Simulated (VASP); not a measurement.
# Os (I4/mmm) in VASP: further runs

Runs on Os. Level: PBEsol. Tasks: single point.

All numbers are computed with VASP 6.6.1; they aren't measurements. Logs are shortened: lines on timing, memory, paths and dates and some standing lists are left out, and cuts for length are marked.

### Step 1. The cell of the first run

Symmetry: I4/mmm, No. 139, tetragonal system. Conventional cell: a = 2.819 Å, b = 2.819 Å, c = 4.085 Å, α = 90.00°, β = 90.00°, γ = 90.00°. Os (site symmetry 4/mmm) has 12 Os at 2.82 to 2.85 Å within 3.7 Å.

### Step 2. Single point, PBEsol (strain +0.025 along x and y, +0.050 along z)

Input file INCAR:

```
SYSTEM = Os
PREC = Accurate ; ENCUT = 520
EDIFF = 1E-6 ; ISMEAR = 0
SIGMA = 0.15 ; LREAL = .False.
LASPH = .True. ; NELM = 60
ALGO = Fast ; ISIF = 2
LWAVE = .False. ; LCHARG = .False.
GGA = PS ; NBANDS = 10
```

Input file KPOINTS:

```
regular mesh
0
Gamma
  20 20 20
  0 0 0
```

Input file POSCAR:

```
Os
1.0
    0.0000000000      1.9936250000      2.0422500000
    1.9936250000      0.0000000000      2.0422500000
    1.9936250000      1.9936250000      0.0000000000
Os
1
Direct
    0.0000000000      0.0000000000      0.0000000000
```

Potentials or basis: VASP PAW PBE potentials, release 64 (Os).

Run with:

```
$ cat potpaw_PBE.64/Os/POTCAR > POTCAR
$ mpirun -np 1 vasp_std > vasp.out
```

OUTCAR:

```text
SYSTEM = Os
   PREC = Accurate
   ENCUT = 520
   EDIFF = 1E-6
   ISMEAR = 0
   LREAL = .False.
   LASPH = .True.
   NELM = 60
   ISIF = 2
   GGA = PS

 ion  position               nearest neighbor table
   1  0.000  0.000  0.000-

  LATTYP: Found a body centered tetragonal cell.
 ALAT       =     2.8194115133
 C/A-ratio  =     1.4487065761

  Lattice vectors:

 A1 = (  -1.9936250000,   0.0000000000,   2.0422500000)
 A2 = (   1.9936250000,   0.0000000000,   2.0422500000)
 A3 = (   0.0000000000,   1.9936250000,  -2.0422500000)

Analysis of symmetry for initial positions (statically):
=====================================================================
 Subroutine PRICEL returns:
 Original cell was already a primitive cell.

 Routine SETGRP: Setting up the symmetry group for a
 body centered tetragonal supercell.

 Subroutine GETGRP returns: Found 16 space group operations
 (whereof 16 operations were pure point group operations)
 out of a pool of 16 trial point group operations.

The static configuration has the point symmetry D_4h.

Analysis of symmetry for dynamics (positions and initial velocities):
=====================================================================
 Subroutine PRICEL returns:
 Original cell was already a primitive cell.

 Routine SETGRP: Setting up the symmetry group for a
 body centered tetragonal supercell.

 Subroutine GETGRP returns: Found 16 space group operations
 (whereof 16 operations were pure point group operations)
 out of a pool of 16 trial point group operations.

The dynamic configuration has the point symmetry D_4h.

 Subroutine INISYM returns: Found 16 space group operations
 (whereof 16 operations are pure point group operations),
 and found     1 'primitive' translations

----------------------------------------------------------------------------------------

                                     Primitive cell

  volume of cell :      16.2340

  direct lattice vectors                    reciprocal lattice vectors
     0.000000000  1.993625000  2.042250000    -0.250799423  0.250799423  0.244828008
     1.993625000  0.000000000  2.042250000     0.250799423 -0.250799423  0.244828008
     1.993625000  1.993625000  0.000000000     0.250799423  0.250799423 -0.244828008

  length of vectors
     2.854001700  2.854001700  2.819411513     0.430977325  0.430977325  0.430977325

  position of ions in fractional coordinates (direct lattice)
     0.000000000  0.000000000  0.000000000

[... 68 lines left out ...]
   ICHARG =      2    charge: 1-file 2-atom 10-const
   ISPIN  =      1    spin polarized calculation?
   LNONCOLLINEAR =      F non collinear calculations
   LSORBIT =      F    spin-orbit coupling
   LASPH  =      T    aspherical Exc in radial PAW
   ENCUT  =  520.0 eV  38.22 Ry    6.18 a.u.   5.31  5.31  5.24*2*pi/ulx,y,z
   NELM   =     60;   NELMIN=  2; NELMDL= -5     # of ELM steps
   EDIFF  = 0.1E-05   stopping-criterion for ELM
   LREAL  =      F    real-space projection
[... 7 lines left out ...]
   TEBEG  =    0.0;   TEEND  =   0.0 temperature during run
   PSTRESS=    0.0 pullay stress
   NELECT =       8.0000    total number of electrons
   NUPDOWN=      -1.0000    fix difference up-down
   EMIN   =  10.00;   EMAX   =-10.00  energy-range for DOS
   EFERMI =   0.00;   METHOD = LEGACY
   ISMEAR =     0;   SIGMA  =   0.15  broadening in eV -4-tet -1-fermi 0-gaus
   EFERMI_NEDOS =   21; number of points for ismear=-14 and -15
   IALGO  =     68    algorithm
   IMIX   =      4    mixing-type and parameters
     AMIX     =   0.40;   BMIX     =  1.00
     AMIX_MAG =   1.60;   BMIX_MAG =  1.00
  volume/ion in A,a.u.               =      16.23       109.55
  Fermi-wavevector in a.u.,A,eV,Ry     =   1.293092  2.443590 22.750136  1.672088
  Thomas-Fermi vector in A             =   2.424759
   LORBIT       =      0    0 simple, 1 ext, 2 COOP (PROOUT), +10 PAW based schemes
   GGA     = PS    functional components
   LHFCALC =     F    Hartree Fock is set to
   AEXX    =    0.0000 exact exchange contribution
   IVDW    =     0    specifies the selected vdW correction
   LEPSILON=     F    determine dielectric tensor
   LRPA    =     F    only Hartree local field effects (RPA)
 non-spin polarized calculation
 RMM-DIIS sequential band-by-band and
 Gauss-broadening in eV      SIGMA  =   0.15
  energy-cutoff  :      520.00
  volume of cell :       16.23
 maximum number of plane-waves:       452
 NGX is ok and might be reduce to    24
   NGX = 11   NGY = 11   NGZ = 11

 number of electron       7.9999999 magnetization

 Free energy of the ion-electron system (eV)
  ---------------------------------------------------
  ext. energy  EPLUGINS =         0.00000000
  ---------------------------------------------------
  free energy    TOTEN  =       -11.72793095 eV

  energy without entropy =      -11.71491989  energy(sigma->0) =      -11.72142542

 E-fermi :   7.1087     XC(G=0): -13.3151

 val. band max:        7.1038157995   @ k =  -0.2000   0.2500   0.1000
 cond. band min:       7.1090147156   @ k =  -0.0500   0.0500   0.0000
 fundamental gap:      0.0051989160
 Fermi energy:         7.1086888754

 k-point     1 :       0.0000    0.0000    0.0000
  band No.  band energies     occupation
      1      -2.4800      2.00000
      2       4.4749      2.00000
      3       4.7681      2.00000
      4       4.7681      2.00000
      5       6.9060      1.94396
      6       7.2757      0.11527
      7      21.3889      0.00000
      8      25.8958      0.00000
      9      26.5413      0.00000
     10      26.5413      0.00000
[... 287 lines left out ...]
 k-point    24 :      -0.3500    0.0500    0.0000
  band No.  band energies     occupation
      1       0.5900      2.00000
      2       4.5711      2.00000
      3       4.9552      2.00000
      4       5.0578      2.00000
      5       8.0062      0.00000
      6       8.7590      0.00000
      7      16.9943      0.00000
      8      21.9126      0.00000
      9      26.5158      0.00000
     10      28.3831      0.00000

 [... further k-points ...]
[... 5 lines left out ...]
  --------------------------------------------------------------------------------------
  -------------------------------------------------------------------------------------
  Total       -4.3772869     -4.3772869     -4.9153116      0.0000000     -0.0000000     -0.0000000
  in kB     -432.0059726   -432.0059726   -485.1050526      0.0000000     -0.0000000     -0.0000000
  external PRESSURE =    -449.7056660 kB  Pullay stress =       0.0000000 kB

 VOLUME and BASIS-vectors are now :
 -----------------------------------------------------------------------------
  energy-cutoff  :      520.00
  volume of cell :       16.23
      direct lattice vectors                 reciprocal lattice vectors
     0.000000000  1.993625000  2.042250000    -0.250799423  0.250799423  0.244828008
     1.993625000  0.000000000  2.042250000     0.250799423 -0.250799423  0.244828008
     1.993625000  1.993625000  0.000000000     0.250799423  0.250799423 -0.244828008

 POSITION                                       TOTAL-FORCE (eV/Angst)
 -----------------------------------------------------------------------------------
      0.00000      0.00000      0.00000         0.000000      0.000000      0.000000
 -----------------------------------------------------------------------------------
    total drift:                               -0.000000      0.000000      0.000000

  FREE ENERGIE OF THE ION-ELECTRON SYSTEM (eV)
  ---------------------------------------------------
  free  energy   TOTEN  =       -11.7279309498 eV

  energy  without entropy=      -11.7149198868  energy(sigma->0) =      -11.72142542
```

Run time: 60 s. Hardware: 1 thread of Intel Xeon Platinum 8259CL at 2.50GHz (Skylake/Cascade Lake), shared host; peak memory 0.23 GiB.

What came out:

| Property | Result |
| --- | --- |
| Free energy | -11.7279 eV |
| Pressure | -45.0 GPa |
| Band gap on the k mesh | zero (band 4 reaches 9.32 eV, above the bottom of band 5 at 5.87 eV) |

Stress tensor (GPa, compression positive):
```
-43.20   0.00   0.00
  0.00 -43.20   0.00
  0.00   0.00 -48.51
```

Caveat: the cell differs from its parent crystal (strain +0.025 along x and y, +0.050 along z); the PAW data sets were made with another functional, which shifts forces and pressure a little; spin-orbit coupling is left out, which moves the levels of the heavy elements.

### Step 3. Single point, PBEsol (strain +0.050 along x and y, +0.025 along z)

Input file INCAR:

```
SYSTEM = Os
PREC = Accurate
ENCUT = 520
EDIFF = 1E-6
ISMEAR = 0
SIGMA = 0.15
LREAL = .FALSE.
LASPH = .TRUE.
NELM = 80
ALGO = Normal
ISIF = 2
LWAVE = .FALSE.
LCHARG = .FALSE.
GGA = PS
NBANDS = 10
```

Input file KPOINTS:

```
regular mesh
0
G
  20 20 20
  0 0 0
```

Input file POSCAR:

```
Os
1.0
    0.0000000000      2.0422500000      1.9936250000
    2.0422500000      0.0000000000      1.9936250000
    2.0422500000      2.0422500000      0.0000000000
Os
1
Direct
    0.0000000000      0.0000000000      0.0000000000
```

Potentials or basis: VASP PAW PBE potentials, release 64 (Os).

Run with:

```
$ cat potpaw_PBE.64/Os/POTCAR > POTCAR
$ mpirun -np 1 vasp_std > vasp.out
```

OUTCAR:

```text
SYSTEM = Os
   PREC = Accurate
   ENCUT = 520
   EDIFF = 1E-6
   ISMEAR = 0
   LREAL = .FALSE.
   LASPH = .TRUE.
   NELM = 80
   ISIF = 2
   GGA = PS

 ion  position               nearest neighbor table
   1  0.000  0.000  0.000-

  LATTYP: Found a body centered tetragonal cell.
 ALAT       =     2.8881776478
 C/A-ratio  =     1.3805418109

  Lattice vectors:

 A1 = (   0.0000000000,  -2.0422500000,  -1.9936250000)
 A2 = (   0.0000000000,   2.0422500000,  -1.9936250000)
 A3 = (   2.0422500000,   0.0000000000,   1.9936250000)

[... 484 lines left out ...]
      4       4.8148      2.00000
      5       7.7023      0.00000
      6       8.2775      0.00000
      7      16.5123      0.00000
      8      21.5571      0.00000
      9      26.2023      0.00000
     10      27.4211      0.00000

 [... further k-points ...]
[... 5 lines left out ...]
  --------------------------------------------------------------------------------------
  -------------------------------------------------------------------------------------
  Total       -5.2814298     -5.2814298     -4.7417423      0.0000000     -0.0000000      0.0000000
  in kB     -508.8277820   -508.8277820   -456.8327771      0.0000000     -0.0000000      0.0000000
  external PRESSURE =    -491.4961137 kB  Pullay stress =       0.0000000 kB

 VOLUME and BASIS-vectors are now :
 -----------------------------------------------------------------------------
  energy-cutoff  :      520.00
  volume of cell :       16.63
      direct lattice vectors                 reciprocal lattice vectors
     0.000000000  2.042250000  1.993625000    -0.244828008  0.244828008  0.250799423
     2.042250000  0.000000000  1.993625000     0.244828008 -0.244828008  0.250799423
     2.042250000  2.042250000  0.000000000     0.244828008  0.244828008 -0.250799423

 POSITION                                       TOTAL-FORCE (eV/Angst)
 -----------------------------------------------------------------------------------
      0.00000      0.00000      0.00000         0.000000      0.000000      0.000000
 -----------------------------------------------------------------------------------
    total drift:                               -0.000000      0.000000      0.000000

  FREE ENERGIE OF THE ION-ELECTRON SYSTEM (eV)
  ---------------------------------------------------
  free  energy   TOTEN  =       -11.6116226574 eV

  energy  without entropy=      -11.5980690811  energy(sigma->0) =      -11.60484587
```

OSZICAR:

```text
N       E                     dE             d eps       ncg     rms          rms(c)
DAV:   1     0.321211667656E+02    0.32121E+02   -0.40689E+03 13172   0.726E+02
DAV:   2    -0.113308346349E+02   -0.43452E+02   -0.40275E+02 13152   0.189E+02
DAV:   3    -0.125104876416E+02   -0.11797E+01   -0.11681E+01 15096   0.287E+01
DAV:   4    -0.125139762393E+02   -0.34886E-02   -0.34879E-02 13908   0.173E+00
DAV:   5    -0.125139881677E+02   -0.11928E-04   -0.11928E-04 14316   0.951E-02    0.115E+01
DAV:   6    -0.117572130525E+02    0.75678E+00   -0.11783E+00 15026   0.835E+00    0.404E+00
DAV:   7    -0.116155919279E+02    0.14162E+00   -0.49119E-01 15894   0.510E+00    0.185E-01
DAV:   8    -0.116129411818E+02    0.26507E-02   -0.20216E-03 13264   0.365E-01    0.145E-01
DAV:   9    -0.116116268941E+02    0.13143E-02   -0.61658E-04 13950   0.247E-01    0.217E-02
DAV:  10    -0.116116252826E+02    0.16115E-05   -0.65043E-06 13912   0.178E-02    0.843E-03
DAV:  11    -0.116116226444E+02    0.26381E-05   -0.67104E-07  8182   0.122E-02    0.110E-03
DAV:  12    -0.116116226574E+02   -0.12952E-07   -0.15908E-08  6732   0.109E-03
   1 F= -.11611623E+02 E0= -.11604846E+02  d E =-.135536E-01
```

stdout:

```text
POSCAR found type information on POSCAR Os
 POSCAR found :  1 types and       1 ions
 scaLAPACK will be used
 -----------------------------------------------------------------------------
|                                                                             |
|                                                                             |
|     You enforced a specific xc type in the INCAR file but a different       |
|     I HOPE YOU KNOW WHAT YOU ARE DOING!                                     |
|                                                                             |
 -----------------------------------------------------------------------------

 LDA part: xc-table for (Slater+PW92), standard interpolation
 POSCAR, INCAR and KPOINTS ok, starting setup
 FFT: planning ... GRIDC
 FFT: planning ... GRID_SOFT
 FFT: planning ... GRID
 WAVECAR not read
 entering main loop
```

Wall time 55 s (1 thread of Intel Xeon Platinum 8259CL at 2.50GHz (Skylake/Cascade Lake), shared host); peak memory 0.23 GiB.

Results:

| Property | Result |
| --- | --- |
| Free energy | -11.6116 eV |
| Pressure | -49.1 GPa |
| Band gap on the k mesh | zero (band 4 reaches 9.13 eV, above the bottom of band 5 at 5.55 eV) |

Stress tensor (GPa, compression positive):
```
-50.88   0.00   0.00
  0.00 -50.88   0.00
  0.00   0.00 -45.68
```

Caveat: the cell differs from its parent crystal (strain +0.050 along x and y, +0.025 along z); the PAW data sets were made with another functional, which shifts forces and pressure a little; spin-orbit coupling is left out, which moves the levels of the heavy elements.
